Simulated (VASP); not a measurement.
# In (Im-3m) in VASP: a series of runs

Aim: see how the results for In move with the level of theory and the settings. Levels: LDA, PBE, RPBE, PBEsol. Tasks: elastic constants, vibrations by perturbation theory, electric field gradients, density of states.

All numbers are computed with VASP 6.6.1; they aren't measurements. Logs are shortened: lines on timing, memory, paths and dates and some standing lists are left out, and cuts for length are marked.

### 1 The cell of the first run

The structure is cubic, space group Im-3m (No. 229). Conventional cell: a = 3.765 Å, b = 3.765 Å, c = 3.765 Å, α = 90.00°, β = 90.00°, γ = 90.00°. Within 4.3 Å of In (site symmetry m-3m) lie 14 In at 3.26 to 3.77 Å.

### 2 Elastic constants, LDA

The input, INCAR:

```
PREC = Accurate
ENCUT = 600
EDIFF = 1E-8
ISMEAR = -1
SIGMA = 0.05
LREAL = False
LASPH = True
NELM = 100
ALGO = Normal
ISIF = 3
LWAVE = False
LCHARG = True
GGA = CA
NBANDS = 12
IBRION = 6
NFREE = 2
POTIM = 0.015
NSW = 1
```

The input, KPOINTS:

```
Automatic mesh
0
Gamma
  7 7 7
```

The input, POSCAR:

```
In
1.0
   -1.8825252400      1.8825252400      1.8825252400
    1.8825252400     -1.8825252400      1.8825252400
    1.8825252400      1.8825252400     -1.8825252400
In
1
Direct
    0.0000000000      0.0000000000      0.0000000000
```

Potentials or basis: VASP PAW LDA potentials, release 64 (In_d).

Run with:

```
cat potpaw_LDA.64/In_d/POTCAR > POTCAR
mpirun -np 1 vasp_std > vasp.out
```

OUTCAR:

```text
PREC = Accurate
   ENCUT = 600
   EDIFF = 1E-8
   ISMEAR = -1
   LREAL = False
   LASPH = True
   NELM = 100
   ISIF = 3
   GGA = CA
   IBRION = 6
   NFREE = 2
   POTIM = 0.015
   NSW = 1

 ion  position               nearest neighbor table
   1  0.000  0.000  0.000-

  LATTYP: Found a body centered cubic cell.
 ALAT       =     3.7650504800

  Lattice vectors:

 A1 = (  -1.8825252400,   1.8825252400,   1.8825252400)
 A2 = (   1.8825252400,  -1.8825252400,   1.8825252400)
 A3 = (   1.8825252400,   1.8825252400,  -1.8825252400)

Analysis of symmetry for initial positions (statically):
=====================================================================
 Subroutine PRICEL returns:
 Original cell was already a primitive cell.

 Routine SETGRP: Setting up the symmetry group for a
 body centered cubic supercell.

 Subroutine GETGRP returns: Found 48 space group operations
 (whereof 48 operations were pure point group operations)
 out of a pool of 48 trial point group operations.

The static configuration has the point symmetry O_h .

Analysis of symmetry for dynamics (positions and initial velocities):
=====================================================================
 Subroutine PRICEL returns:
 Original cell was already a primitive cell.

 Routine SETGRP: Setting up the symmetry group for a
 body centered cubic supercell.

 Subroutine GETGRP returns: Found 48 space group operations
 (whereof 48 operations were pure point group operations)
 out of a pool of 48 trial point group operations.

The dynamic configuration has the point symmetry O_h .

 Subroutine INISYM returns: Found 48 space group operations
 (whereof 48 operations are pure point group operations),
 and found     1 'primitive' translations

----------------------------------------------------------------------------------------

                                     Primitive cell

  volume of cell :      26.6859

  direct lattice vectors                    reciprocal lattice vectors
    -1.882525240  1.882525240  1.882525240     0.000000000  0.265600689  0.265600689
     1.882525240 -1.882525240  1.882525240     0.265600689  0.000000000  0.265600689
     1.882525240  1.882525240 -1.882525240     0.265600689  0.265600689  0.000000000

  length of vectors
     3.260629362  3.260629362  3.260629362     0.375616096  0.375616096  0.375616096

  position of ions in fractional coordinates (direct lattice)
     0.000000000  0.000000000  0.000000000

  ion indices of the primitive-cell ions
   primitive index   ion index
                 1           1

----------------------------------------------------------------------------------------

 KPOINTS: Automatic mesh

Automatic generation of k-mesh.
 Grid dimensions read from file:
 generate k-points for:    7    7    7

 Generating k-lattice:

  Cartesian coordinates                     Fractional coordinates (reciprocal lattice)
     0.000000000  0.037942956  0.037942956     0.142857143  0.000000000  0.000000000
     0.037942956  0.000000000  0.037942956     0.000000000  0.142857143  0.000000000
     0.037942956  0.037942956  0.000000000     0.000000000  0.000000000  0.142857143

  Length of vectors
     0.053659442  0.053659442  0.053659442

  Shift w.r.t. Gamma in fractional coordinates (k-lattice)
     0.000000000  0.000000000  0.000000000
[... 63 lines left out ...]
   IALGO  =     38    algorithm
   IMIX   =      4    mixing-type and parameters
     AMIX     =   0.40;   BMIX     =  1.00
     AMIX_MAG =   1.60;   BMIX_MAG =  1.00
  volume/ion in A,a.u.               =      26.69       180.09
  Fermi-wavevector in a.u.,A,eV,Ry     =   1.288136  2.434225 22.576080  1.659295
  Thomas-Fermi vector in A             =   2.420108
   LORBIT       =      0    0 simple, 1 ext, 2 COOP (PROOUT), +10 PAW based schemes
   GGA     = CA    functional components
   LHFCALC =     F    Hartree Fock is set to
   AEXX    =    0.0000 exact exchange contribution
   IVDW    =     0    specifies the selected vdW correction
   LEPSILON=     F    determine dielectric tensor
   LRPA    =     F    only Hartree local field effects (RPA)
 finite differences with symmetry
 non-spin polarized calculation
  energy-cutoff  :      600.00
  volume of cell :       26.69
 maximum number of plane-waves:       935
 NGX is ok and might be reduce to    28
   NGX = 13   NGY = 13   NGZ = 13

--------------------------------------- Ionic step        1  -------------------------------------------

 number of electron      12.9999996 magnetization

 Free energy of the ion-electron system (eV)
  ---------------------------------------------------
  ext. energy  EPLUGINS =         0.00000000
  ---------------------------------------------------
  free energy    TOTEN  =        -3.16541853 eV

  energy without entropy =       -3.15744607  energy(sigma->0) =       -3.16143230

------------------------ aborting loop because EDIFF is reached ----------------------------------------

  FORCE on cell =-STRESS in cart. coord.  units (eV):
  Direction    XX          YY          ZZ          XY          YZ          ZX
  --------------------------------------------------------------------------------------
  -------------------------------------------------------------------------------------
  Total       -0.4791200     -0.4791200     -0.4791200     -0.0000000      0.0000000     -0.0000000
  in kB      -28.7655379    -28.7655379    -28.7655379     -0.0000000      0.0000000     -0.0000000
  external PRESSURE =     -28.7655379 kB  Pullay stress =       0.0000000 kB
[... 86 lines left out ...]
  FREE ENERGIE OF THE ION-ELECTRON SYSTEM (eV)
  ---------------------------------------------------
  free  energy   TOTEN  =        -3.1753518449 eV

  energy  without entropy=       -3.1704964142  energy(sigma->0) =       -3.17292413

[... ionic steps 4 to 12 ...]

--------------------------------------- Ionic step       13  -------------------------------------------

 number of electron      12.9999997 magnetization

------------------------ aborting loop because EDIFF is reached ----------------------------------------
[... 65 lines left out ...]
--------------------------------------- Ionic step       15  -------------------------------------------

 number of electron      12.9999998 magnetization

 Free energy of the ion-electron system (eV)
  ---------------------------------------------------
  ext. energy  EPLUGINS =         0.00000000
  ---------------------------------------------------
  free energy    TOTEN  =        -3.16542038 eV

  energy without entropy =       -3.15744791  energy(sigma->0) =       -3.16143414

 E-fermi :   7.1076     XC(G=0): -10.4349

 val. band max:        7.1052541719   @ k =  -0.4286  -0.4286   0.2857
 cond. band min:       7.4026033883   @ k =   0.2857   0.2857   0.0000
 fundamental gap:      0.2973492164
 Fermi energy:         7.1075810292

 k-point     1 :       0.0000    0.0000    0.0000
  band No.  band energies     occupation
      1      -7.5827      2.00000
      2      -7.5827      2.00000
      3      -7.5827      2.00000
      4      -7.3134      2.00000
      5      -7.3134      2.00000
      6      -2.4294      2.00000
      7      17.7307      0.00000
      8      17.7307      0.00000
      9      17.7307      0.00000
     10      20.0325      0.00000
     11      20.0325      0.00000
     12      20.0325      0.00000
[... 311 lines left out ...]
  FREE ENERGIE OF THE ION-ELECTRON SYSTEM (eV)
  ---------------------------------------------------
  free  energy   TOTEN  =        -3.1654203764 eV

  energy  without entropy=       -3.1574479105  energy(sigma->0) =       -3.16143414

 INTERNAL STRAIN TENSORS FROM STRAINED CELLS
 ============================================

 INTERNAL STRAIN TENSOR FOR ION    1 for displacements in x,y,z  (eV/Angst):
          X           Y           Z          XY          YZ          ZX
  --------------------------------------------------------------------------------
  x     0.00000    -0.00000    -0.00000     0.00000     0.00000     0.00000
  y     0.00000     0.00000    -0.00000     0.00000     0.00000    -0.00000
  z     0.00000    -0.00000     0.00000     0.00000    -0.00000     0.00000

 INTERNAL STRAIN TENSORS FROM DISPLACED ATOMS
 ============================================

 INTERNAL STRAIN TENSOR FOR ION    1 for displacements in x,y,z  (eV/Angst):
          X           Y           Z          XY          YZ          ZX
  --------------------------------------------------------------------------------
  x     0.00000     0.00000     0.00000     0.00000     0.00000     0.00000
  y     0.00000     0.00000     0.00000     0.00000     0.00000     0.00000
  z     0.00000     0.00000     0.00000     0.00000     0.00000     0.00000

 Eigenvectors and eigenvalues of the dynamical matrix
 ----------------------------------------------------

   1 f/i=    0.000000 THz     0.000000 2PiTHz    0.000000 cm-1     0.000000 meV
             X         Y         Z           dx          dy          dz
      0.000000  0.000000  0.000000    -0.418620    0.883800    0.208937

   2 f/i=    0.000000 THz     0.000000 2PiTHz    0.000000 cm-1     0.000000 meV
             X         Y         Z           dx          dy          dz
      0.000000  0.000000  0.000000     0.689161    0.458983   -0.560706

   3 f/i=    0.000000 THz     0.000000 2PiTHz    0.000000 cm-1     0.000000 meV
             X         Y         Z           dx          dy          dz
      0.000000  0.000000  0.000000     0.591451    0.090732    0.801220

--------------------------------------------------------------------------------------------------------

 ELASTIC MODULI CONTR FROM IONIC RELAXATION (kBar)
 Direction    XX          YY          ZZ          XY          YZ          ZX
 --------------------------------------------------------------------------------
 XX           0.0000      0.0000      0.0000      0.0000      0.0000      0.0000
 YY           0.0000      0.0000      0.0000      0.0000      0.0000      0.0000
 ZZ           0.0000      0.0000      0.0000      0.0000      0.0000      0.0000
 XY           0.0000      0.0000      0.0000      0.0000      0.0000      0.0000
 YZ           0.0000      0.0000      0.0000      0.0000      0.0000      0.0000
 ZX           0.0000      0.0000      0.0000      0.0000      0.0000      0.0000
 --------------------------------------------------------------------------------

 TOTAL ELASTIC MODULI (kBar)
 Direction    XX          YY          ZZ          XY          YZ          ZX
 --------------------------------------------------------------------------------
 XX        -864.5673    991.1250    991.1250     -0.0000      0.0000      0.0000
 YY         991.1250   -864.5673    991.1250      0.0000     -0.0000      0.0000
 ZZ         991.1250    991.1250   -864.5673     -0.0000      0.0000      0.0000
 XY          -0.0000      0.0000     -0.0000    170.0931      0.0000      0.0000
 YZ           0.0000     -0.0000      0.0000      0.0000    170.0931      0.0000
 ZX           0.0000      0.0000      0.0000      0.0000      0.0000    170.0931
 --------------------------------------------------------------------------------
```

It took 3.3 min on 1 thread of AMD EPYC 7R13 (Zen 3), shared host; peak memory 0.18 GiB.

Results:

```yaml
Elastic_constants_C11_C12_C44: -86, 99, 17 GPa
Voigt_bulk_modulus: 37 GPa
```

Elastic tensor in Voigt notation (GPa, in the Cartesian axes of the cell as first typed):
```
-86  99  99   0   0   0
 99 -86  99   0   0   0
 99  99 -86   0   0   0
  0   0   0  17   0   0
  0   0   0   0  17   0
  0   0   0   0   0  17
```

Clamped-ion elastic tensor (GPa):
```
-86  99  99   0   0   0
 99 -86  99   0   0   0
 99  99 -86   0   0   0
  0   0   0  17   0   0
  0   0   0   0  17   0
  0   0   0   0   0  17
```

Caveat: the cell is under stress, which shifts elastic constants; the elastic tensor has a negative eigenvalue, so either the cell is unstable as it stands or the mesh is too thin; spin-orbit coupling is left out, which moves the levels of the heavy elements.

### 3 Vibrations by perturbation theory, LDA

The input, INCAR:

```
SYSTEM = In
  ALGO = Normal
  EDIFF = 1E-8
  ENCUT = 520
  GGA = CA
  IBRION = 8
  ISIF = 2
  ISMEAR = -1
  LASPH = .True.
  LCHARG = .True.
  LREAL = .False.
  LWAVE = .False.
  NBANDS = 12
  NELM = 80
  NSW = 1
  PREC = Accurate
  SIGMA = 0.05
```

The input, KPOINTS:

```
k-points
0
Gamma
  7 7 7
  0 0 0
```

POSCAR is that of step 2.

Potentials or basis: VASP PAW LDA potentials, release 64 (In_d).

Run with:

```
cat potpaw_LDA.64/In_d/POTCAR > POTCAR
mpirun -np 1 vasp_std > vasp.out
```

OUTCAR:

```text
SYSTEM = In
   EDIFF = 1E-8
   ENCUT = 520
   GGA = CA
   IBRION = 8
   ISIF = 2
   ISMEAR = -1
   LASPH = .True.
   LREAL = .False.
   NELM = 80
   NSW = 1
   PREC = Accurate

 ion  position               nearest neighbor table
   1  0.000  0.000  0.000-

  LATTYP: Found a body centered cubic cell.
 ALAT       =     3.7650504800

  Lattice vectors:

 A1 = (  -1.8825252400,   1.8825252400,   1.8825252400)
 A2 = (   1.8825252400,  -1.8825252400,   1.8825252400)
 A3 = (   1.8825252400,   1.8825252400,  -1.8825252400)

Analysis of symmetry for initial positions (statically):
=====================================================================
 Subroutine PRICEL returns:
 Original cell was already a primitive cell.

 Routine SETGRP: Setting up the symmetry group for a
[... 503 lines left out ...]

 Free energy of the ion-electron system (eV)
  ---------------------------------------------------
  ---------------------------------------------------
  free energy    TOTEN  =        -0.23047995 eV

  energy without entropy =       -0.23047995

------------------------ aborting loop because EDIFF is reached ----------------------------------------

 INTERNAL STRAIN TENSOR  FOR ION    1  DIRECTION 1   (eV/Angst):
 -----------------------------------------------------------------------------
    -0.00865  0.00000  0.00000
    -0.00000  0.00320  0.00000
     0.00000  0.00000  0.00320

 INTERNAL STRAIN TENSOR FOR ION    1 for displacements in x,y,z  (eV/Angst):
          X           Y           Z          XY          YZ          ZX
  --------------------------------------------------------------------------------
  x     0.00000     0.00000     0.00000     0.00000     0.00000     0.00000
  y     0.00000     0.00000     0.00000     0.00000     0.00000     0.00000
  z     0.00000     0.00000     0.00000     0.00000     0.00000     0.00000

 SECOND DERIVATIVES (NOT SYMMETRIZED)
 ------------------------------------
               1X          1Y          1Z
  1X    -0.068701    0.000000    0.000000
  1Y     0.000000   -0.068701    0.000000
  1Z     0.000000    0.000000   -0.068701

 Eigenvectors and eigenvalues of the dynamical matrix
 ----------------------------------------------------

   1 f  =    0.382404 THz     2.402717 2PiTHz   12.755633 cm-1     1.581496 meV
             X         Y         Z           dx          dy          dz
      0.000000  0.000000  0.000000     1.000000    0.000000    0.000000

   2 f  =    0.382404 THz     2.402717 2PiTHz   12.755633 cm-1     1.581496 meV
             X         Y         Z           dx          dy          dz
      0.000000  0.000000  0.000000     0.000000    1.000000    0.000000

   3 f  =    0.382404 THz     2.402717 2PiTHz   12.755633 cm-1     1.581496 meV
             X         Y         Z           dx          dy          dz
      0.000000  0.000000  0.000000     0.000000    0.000000    1.000000

--------------------------------------------------------------------------------------------------------

 ELASTIC MODULI CONTR FROM IONIC RELAXATION (kBar)
 Direction    XX          YY          ZZ          XY          YZ          ZX
 --------------------------------------------------------------------------------
 XX           0.0000      0.0000      0.0000      0.0000      0.0000      0.0000
 YY           0.0000      0.0000      0.0000      0.0000      0.0000      0.0000
 ZZ           0.0000      0.0000      0.0000      0.0000      0.0000      0.0000
 XY           0.0000      0.0000      0.0000      0.0000      0.0000      0.0000
 YZ           0.0000      0.0000      0.0000      0.0000      0.0000      0.0000
 ZX           0.0000      0.0000      0.0000      0.0000      0.0000      0.0000
 --------------------------------------------------------------------------------
```

stdout:

```text
POSCAR found type information on POSCAR In
 POSCAR found :  1 types and       1 ions
 scaLAPACK will be used
 LDA part: xc-table for (Slater(with rela. corr.)+CA(PZ))
 , standard interpolation
 POSCAR, INCAR and KPOINTS ok, starting setup
 FFT: planning ... GRIDC
 FFT: planning ... GRID_SOFT
 FFT: planning ... GRID
 WAVECAR not read
 entering main loop
 Linear response reoptimize wavefunctions to high precision
 Linear response DOF=           1
 Linear response progress:
 first order change of Fermi-energy  -0.69246E-04
 force on displaced ion       1 direction 1 :  -0.069   0.000   0.000
 Linear response finished
```

Wall time 9.5 s (1 thread of Intel Xeon 6975P-C (Granite Rapids), shared host); peak memory 0.14 GiB.

Caveat: the cell wasn't relaxed at this level first, which shifts response properties; spin-orbit coupling is left out, which moves the levels of the heavy elements.

(Continued in part 2 of 2.)
